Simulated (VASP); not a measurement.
# Si (Pmma) in VASP: single point with PBE

Aim: the single point of Si with PBE.

Everything below comes from runs of VASP 6.6.1. Logs are shortened: lines on timing, memory, paths and dates and some standing lists are left out, and cuts for length are marked.

### Step 1. The cell of the first run

Symmetry: Pmma, No. 51, orthorhombic system. Conventional cell: a = 5.824 Å, b = 5.766 Å, c = 5.545 Å, α = 90.00°, β = 90.00°, γ = 90.00°. Si (site symmetry m) has 4 Si at 2.33 to 2.37 Å within 3.1 Å. Si (site symmetry 2) has 5 Si at 2.37 to 2.91 Å within 3.1 Å.

The cell was built from a structure type or drawn by symmetry, and may not be a known phase.

### Step 2. Single point, PBE

Input file INCAR:

```
PREC     = Accurate       # precision mode
ENCUT    = 520            # plane-wave cutoff, eV
EDIFF    = 1E-7           # SCF threshold, eV
ISMEAR   = 0              # smearing method
SIGMA    = 0.1            # smearing width, eV
LREAL    = False          # projectors in reciprocal space
LASPH    = True           # aspherical terms in the spheres
NELM     = 100            # most SCF steps
ALGO     = Normal         # electronic algorithm
ISIF     = 2              # what is computed and relaxed
LWAVE    = False          # write WAVECAR
LCHARG   = False          # write CHGCAR
GGA      = PE             # functional
NBANDS   = 26             # bands
```

Input file KPOINTS:

```
regular mesh
0
Gamma
  8 8 8
```

Input file POSCAR:

```
Si
1.0
    5.8236073801      0.0000000000      0.0000000000
    0.0000000000      5.7664521091      0.0000000000
    0.0000000000      0.0000000000      5.5449549960
Si
8
Direct
    0.4500994535      0.0000000000      0.7039035467
    0.0499005465      0.0000000000      0.7039035467
    0.5499005465      0.0000000000      0.2960964533
    0.9500994535      0.0000000000      0.2960964533
    0.0000000000      0.2929408899      0.0000000000
    0.5000000000      0.7070591101      0.0000000000
    0.0000000000      0.7070591101      0.0000000000
    0.5000000000      0.2929408899      0.0000000000
```

Potentials or basis: VASP PAW PBE potentials, release 64 (Si).

Run with:

```console
cat potpaw_PBE.64/Si/POTCAR > POTCAR
mpirun -np 1 vasp_std > vasp.out
```

OUTCAR:

```text
PREC = Accurate
   ENCUT = 520
   EDIFF = 1E-7
   ISMEAR = 0
   LREAL = False
   LASPH = True
   NELM = 100
   ISIF = 2
   GGA = PE

 ion  position               nearest neighbor table
   1  0.450  0.000  0.704-   2 2.33   3 2.33   6 2.37   8 2.37
   2  0.050  0.000  0.704-   1 2.33   4 2.33   5 2.37   7 2.37
   3  0.550  0.000  0.296-   4 2.33   1 2.33   6 2.37   8 2.37
   4  0.950  0.000  0.296-   3 2.33   2 2.33   5 2.37   7 2.37
   5  0.000  0.293  0.000-   2 2.37   4 2.37   7 2.39   8 2.91   8 2.91
   6  0.500  0.707  0.000-   1 2.37   3 2.37   8 2.39   7 2.91   7 2.91
   7  0.000  0.707  0.000-   2 2.37   4 2.37   5 2.39   6 2.91   6 2.91
   8  0.500  0.293  0.000-   1 2.37   3 2.37   6 2.39   5 2.91   5 2.91

  LATTYP: Found a simple orthorhombic cell.
 ALAT       =     5.5449549960
 B/A-ratio  =     1.0399457008
 C/A-ratio  =     1.0502533175

  Lattice vectors:

 A1 = (   0.0000000000,   0.0000000000,  -5.5449549960)
 A2 = (   0.0000000000,   5.7664521091,   0.0000000000)
 A3 = (   5.8236073801,   0.0000000000,   0.0000000000)

Analysis of symmetry for initial positions (statically):
=====================================================================
 Subroutine PRICEL returns:
 Original cell was already a primitive cell.

 Routine SETGRP: Setting up the symmetry group for a
 simple orthorhombic supercell.

 Subroutine GETGRP returns: Found  8 space group operations
 (whereof  4 operations were pure point group operations)
 out of a pool of  8 trial point group operations.

The static configuration has the point symmetry C_2h.
 The point group associated with its full space group is D_2h.

Analysis of symmetry for dynamics (positions and initial velocities):
=====================================================================
 Subroutine PRICEL returns:
 Original cell was already a primitive cell.

 Routine SETGRP: Setting up the symmetry group for a
 simple orthorhombic supercell.

 Subroutine GETGRP returns: Found  8 space group operations
 (whereof  4 operations were pure point group operations)
 out of a pool of  8 trial point group operations.

The dynamic configuration has the point symmetry C_2h.
 The point group associated with its full space group is D_2h.

 Subroutine INISYM returns: Found  8 space group operations
 (whereof  4 operations are pure point group operations),
 and found     1 'primitive' translations

----------------------------------------------------------------------------------------

                                     Primitive cell

  volume of cell :     186.2082

  direct lattice vectors                    reciprocal lattice vectors
     5.823607380  0.000000000  0.000000000     0.171714873  0.000000000  0.000000000
     0.000000000  5.766452109  0.000000000     0.000000000  0.173416857  0.000000000
     0.000000000  0.000000000  5.544954996     0.000000000  0.000000000  0.180344115

  length of vectors
     5.823607380  5.766452109  5.544954996     0.171714873  0.173416857  0.180344115

  position of ions in fractional coordinates (direct lattice)
     0.450099454  0.000000000  0.703903547
     0.049900546  0.000000000  0.703903547
     0.549900546  0.000000000  0.296096453
     0.950099454  0.000000000  0.296096453
     0.000000000  0.292940890  0.000000000
     0.500000000  0.707059110  0.000000000
     0.000000000  0.707059110  0.000000000
     0.500000000  0.292940890  0.000000000

  ion indices of the primitive-cell ions
   primitive index   ion index
                 1           1
                 2           2
                 3           3
                 4           4
                 5           5
                 6           6
                 7           7
                 8           8

----------------------------------------------------------------------------------------

 KPOINTS: regular mesh

Automatic generation of k-mesh.
 Grid dimensions read from file:
 generate k-points for:    8    8    8

 Generating k-lattice:

  Cartesian coordinates                     Fractional coordinates (reciprocal lattice)
     0.021464359  0.000000000  0.000000000     0.125000000  0.000000000  0.000000000
     0.000000000  0.021677107  0.000000000     0.000000000  0.125000000  0.000000000
     0.000000000  0.000000000  0.022543014     0.000000000  0.000000000  0.125000000

  Length of vectors
     0.021464359  0.021677107  0.022543014

  Shift w.r.t. Gamma in fractional coordinates (k-lattice)
     0.000000000  0.000000000  0.000000000

 Subroutine IBZKPT returns following result:
 ===========================================

 Found    125 irreducible k-points:

 Following reciprocal coordinates:
            Coordinates               Weight
  0.000000  0.000000  0.000000      1.000000
  0.125000  0.000000  0.000000      2.000000
  0.250000  0.000000  0.000000      2.000000
  0.375000  0.000000  0.000000      2.000000
  0.500000  0.000000  0.000000      1.000000
  0.000000  0.125000  0.000000      2.000000
[... 16 lines left out ...]
  0.250000  0.500000  0.000000      2.000000
  0.375000  0.500000  0.000000      2.000000
 [... further k-points ...]
   k-points           NKPTS =    125   k-points in BZ     NKDIM =    125   number of bands    NBANDS=     26
   number of dos      NEDOS =    301   number of ions     NIONS =      8
   total plane-waves  NPLWV =  96768
   dimension x,y,z NGX =    48 NGY =   48 NGZ =   42
   dimension x,y,z NGXF=    96 NGYF=   96 NGZF=   84
   ions per type =               8
   NGX,Y,Z   is equivalent  to a cutoff of  13.70, 13.84, 12.59 a.u.
   NGXF,Y,Z  is equivalent  to a cutoff of  27.41, 27.68, 25.18 a.u.
 SYSTEM =  unknown system
   PREC   = accura    normal or accurate (medium, high low for compatibility)
   ISTART =      0    job   : 0-new  1-cont  2-samecut
   ICHARG =      2    charge: 1-file 2-atom 10-const
   ISPIN  =      1    spin polarized calculation?
   LNONCOLLINEAR =      F non collinear calculations
   LSORBIT =      F    spin-orbit coupling
   LASPH  =      T    aspherical Exc in radial PAW
   ENCUT  =  520.0 eV  38.22 Ry    6.18 a.u.  10.83 10.72 10.31*2*pi/ulx,y,z
   NELM   =    100;   NELMIN=  2; NELMDL= -5     # of ELM steps
   EDIFF  = 0.1E-06   stopping-criterion for ELM
   LREAL  =      F    real-space projection
   EDIFFG = 0.1E-05   stopping-criterion for IOM
   NSW    =      0    number of steps for IOM
   IBRION =     -1    ionic relax: 0-MD 1-quasi-New 2-CG
   NFREE  =      0    steps in history (QN), initial steepest desc. (CG)
   ISIF   =      2    stress and relaxation
   ISYM   =      2    0-nonsym 1-usesym 2-fastsym
   POTIM  = 0.5000    time-step for ionic-motion
   TEBEG  =    0.0;   TEEND  =   0.0 temperature during run
   PSTRESS=    0.0 pullay stress
   NELECT =      32.0000    total number of electrons
   NUPDOWN=      -1.0000    fix difference up-down
   EMIN   =  10.00;   EMAX   =-10.00  energy-range for DOS
   EFERMI =   0.00;   METHOD = LEGACY
   ISMEAR =     0;   SIGMA  =   0.10  broadening in eV -4-tet -1-fermi 0-gaus
   EFERMI_NEDOS =   21; number of points for ismear=-14 and -15
   IALGO  =     38    algorithm
   IMIX   =      4    mixing-type and parameters
     AMIX     =   0.40;   BMIX     =  1.00
     AMIX_MAG =   1.60;   BMIX_MAG =  1.00
  volume/ion in A,a.u.               =      23.28       157.07
  Fermi-wavevector in a.u.,A,eV,Ry     =   0.910176  1.719983 11.271335  0.828420
  Thomas-Fermi vector in A             =   2.034307
   LORBIT       =      0    0 simple, 1 ext, 2 COOP (PROOUT), +10 PAW based schemes
   GGA     = PE    functional components
   LHFCALC =     F    Hartree Fock is set to
   AEXX    =    0.0000 exact exchange contribution
   IVDW    =     0    specifies the selected vdW correction
   LEPSILON=     F    determine dielectric tensor
   LRPA    =     F    only Hartree local field effects (RPA)
 non-spin polarized calculation
 Gauss-broadening in eV      SIGMA  =   0.10
  energy-cutoff  :      520.00
  volume of cell :      186.21
 maximum number of plane-waves:      5060
 NGX is ok and might be reduce to    48
   NGX = 21   NGY = 21   NGZ = 21

 number of electron      31.9999998 magnetization

 Free energy of the ion-electron system (eV)
  ---------------------------------------------------
  ext. energy  EPLUGINS =         0.00000000
  ---------------------------------------------------
  free energy    TOTEN  =       -39.66184306 eV

  energy without entropy =      -39.64830207  energy(sigma->0) =      -39.65507257

 E-fermi :   4.6692     XC(G=0):  -8.5681

 val. band max:        4.6628583372   @ k =   0.2500   0.2500   0.1250
 cond. band min:       4.6712044825   @ k =   0.3750   0.3750   0.3750
 fundamental gap:      0.0083461453
 Fermi energy:         4.6691949070

 k-point     1 :       0.0000    0.0000    0.0000
  band No.  band energies     occupation
      1      -7.5259      2.00000
      2      -4.7060      2.00000
      3      -3.7615      2.00000
      4      -3.6000      2.00000
      5      -2.9736      2.00000
      6      -0.9534      2.00000
[... 18 lines left out ...]
     25       9.8176      0.00000
     26       9.9385      0.00000

 k-point     2 :       0.1250    0.0000    0.0000
  band No.  band energies     occupation
      1      -7.4666      2.00000
      2      -5.0048      2.00000
      3      -3.7054      2.00000
      4      -3.3680      2.00000
      5      -2.9138      2.00000
      6      -1.1671      2.00000
[... 18 lines left out ...]
     25       9.6285      0.00000
     26      10.0414      0.00000

 k-point     3 :       0.2500    0.0000    0.0000
  band No.  band energies     occupation
      1      -7.2897      2.00000
      2      -5.5549      2.00000
      3      -3.5397      2.00000
      4      -2.9982      2.00000
      5      -2.7354      2.00000
      6      -1.5993      2.00000
[... 18 lines left out ...]
     25       8.9868      0.00000
     26       9.8238      0.00000

 k-point     4 :       0.3750    0.0000    0.0000
  band No.  band energies     occupation
      1      -6.9988      2.00000
      2      -6.1104      2.00000
      3      -3.2764      2.00000
      4      -2.7777      2.00000
      5      -2.4418      2.00000
      6      -1.8992      2.00000
[... 18 lines left out ...]
     25       8.2928      0.00000
     26       8.8871      0.00000

 k-point     5 :       0.5000    0.0000    0.0000
  band No.  band energies     occupation
      1      -6.6011      2.00000
      2      -6.6011      2.00000
      3      -2.9574      2.00000
      4      -2.9574      2.00000
      5      -2.0403      2.00000
      6      -2.0403      2.00000
[... 18 lines left out ...]
     25       8.5670      0.00000
     26       8.5670      0.00000

 k-point     6 :       0.0000    0.1250    0.0000
  band No.  band energies     occupation
      1      -7.4840      2.00000
      2      -4.6611      2.00000
      3      -4.1185      2.00000
      4      -3.5865      2.00000
      5      -2.7575      2.00000
      6      -1.3447      2.00000
[... 427 lines left out ...]
 k-point    21 :       0.0000    0.5000    0.0000
  band No.  band energies     occupation
      1      -7.1613      2.00000
      2      -5.2877      2.00000
      3      -4.3030      2.00000
      4      -3.5029      2.00000
      5      -2.5914      2.00000
      6      -2.4166      2.00000
[... 18 lines left out ...]
     25       9.0244      0.00000
     26       9.7575      0.00000

 k-point    22 :       0.1250    0.5000    0.0000
  band No.  band energies     occupation
      1      -7.1026      2.00000
      2      -5.2274      2.00000
      3      -4.6427      2.00000
      4      -3.2153      2.00000
      5      -2.8164      2.00000
      6      -2.3617      2.00000
[... 18 lines left out ...]
     25       8.9956      0.00000
     26       9.3423      0.00000

 k-point    23 :       0.2500    0.5000    0.0000
  band No.  band energies     occupation
      1      -6.9277      2.00000
      2      -5.2071      2.00000
      3      -5.0477      2.00000
      4      -3.3122      2.00000
      5      -2.7693      2.00000
      6      -2.2018      2.00000
[... 18 lines left out ...]
     25       9.3909      0.00000
     26       9.9881      0.00000

 k-point    24 :       0.3750    0.5000    0.0000
  band No.  band energies     occupation
      1      -6.6400      2.00000
      2      -5.7608      2.00000
      3      -4.7523      2.00000
      4      -3.8563      2.00000
      5      -2.3220      2.00000
      6      -1.9662      2.00000
[... 18 lines left out ...]
     25       9.0110      0.00000
     26       9.5598      0.00000

 [... further k-points ...]

------------------------ aborting loop because EDIFF is reached ----------------------------------------

  FORCE on cell =-STRESS in cart. coord.  units (eV):
  Direction    XX          YY          ZZ          XY          YZ          ZX
  --------------------------------------------------------------------------------------
  -------------------------------------------------------------------------------------
  Total       -0.0154581     -0.0792411     -0.0989124      0.0000000      0.0000000      0.0000000
  in kB       -0.1330052     -0.6818081     -0.8510644      0.0000000      0.0000000      0.0000000
  external PRESSURE =      -0.5552925 kB  Pullay stress =       0.0000000 kB

 VOLUME and BASIS-vectors are now :
 -----------------------------------------------------------------------------
  energy-cutoff  :      520.00
  volume of cell :      186.21
      direct lattice vectors                 reciprocal lattice vectors
     5.823607380  0.000000000  0.000000000     0.171714873  0.000000000  0.000000000
     0.000000000  5.766452109  0.000000000     0.000000000  0.173416857  0.000000000
     0.000000000  0.000000000  5.544954996     0.000000000  0.000000000  0.180344115

 POSITION                                       TOTAL-FORCE (eV/Angst)
 -----------------------------------------------------------------------------------
      2.62120      0.00000      3.90311        -0.004650      0.000000     -0.001061
      0.29060      0.00000      3.90311         0.004650      0.000000     -0.001061
      3.20240      0.00000      1.64184         0.004650      0.000000      0.001061
      5.53301      0.00000      1.64184        -0.004650      0.000000      0.001061
      0.00000      1.68923      0.00000         0.000000     -0.002706      0.000000
      2.91180      4.07722      0.00000         0.000000      0.002706     -0.000000
      0.00000      4.07722      0.00000         0.000000      0.002706     -0.000000
      2.91180      1.68923      0.00000         0.000000     -0.002706      0.000000
 -----------------------------------------------------------------------------------
    total drift:                               -0.000000      0.000000      0.000000

  FREE ENERGIE OF THE ION-ELECTRON SYSTEM (eV)
  ---------------------------------------------------
  free  energy   TOTEN  =       -39.6618430641 eV

  energy  without entropy=      -39.6483020746  energy(sigma->0) =      -39.65507257
```

It took 14 min on 1 thread of Intel Xeon 8259CL, shared host; peak memory 0.56 GiB.

Results:

| Property | Result |
| --- | --- |
| Free energy | -39.6618 eV |
| Pressure | -0.1 GPa |
| Largest force | 0.005 eV/Å |
| Band gap on the k mesh | zero (bands 16 and 17 overlap by 1.32 eV) |

Forces in eV/Å, atoms in the order of the input:
```
Si  -0.005  0.000 -0.001
Si   0.005  0.000 -0.001
Si   0.005  0.000  0.001
Si  -0.005  0.000  0.001
Si   0.000 -0.003  0.000
Si   0.000  0.003  0.000
Si   0.000  0.003  0.000
Si   0.000 -0.003  0.000
```

Levels at points of the mesh, in eV from the Fermi level:
```
           k point  band 12  band 13  band 14  band 15  band 16  band 17  band 18  band 19  band 20  band 21
(0.00, 0.00, 0.00)    -2.99    -2.55    -2.06    -1.32    -0.52    -0.20     0.25     1.66     2.78     2.81
(0.50, 0.00, 0.00)    -2.16    -1.85    -1.85     0.20     0.20     0.67     0.67     1.39     1.39     2.17
(0.00, 0.50, 0.00)    -3.24    -2.23    -1.37    -1.31    -1.23    -0.79     0.13     2.14     2.98     3.08
(0.50, 0.50, 0.00)    -2.29    -1.84    -1.84    -0.35    -0.35    -0.17    -0.17     1.17     1.17     1.89
(0.00, 0.00, 0.50)    -2.91    -1.50    -1.45    -1.20    -1.00     0.16     0.62     2.13     2.93     2.94
(0.50, 0.00, 0.50)    -2.50    -2.04    -2.04    -0.62    -0.62     1.20     1.20     1.39     1.39     1.78
(0.00, 0.50, 0.50)    -2.25    -2.21    -1.48    -0.96    -0.62     0.73     1.12     1.91     1.92     2.06
(0.50, 0.50, 0.50)    -2.04    -1.77    -1.77    -0.90    -0.90    -0.08    -0.08     0.90     0.90     1.78
```
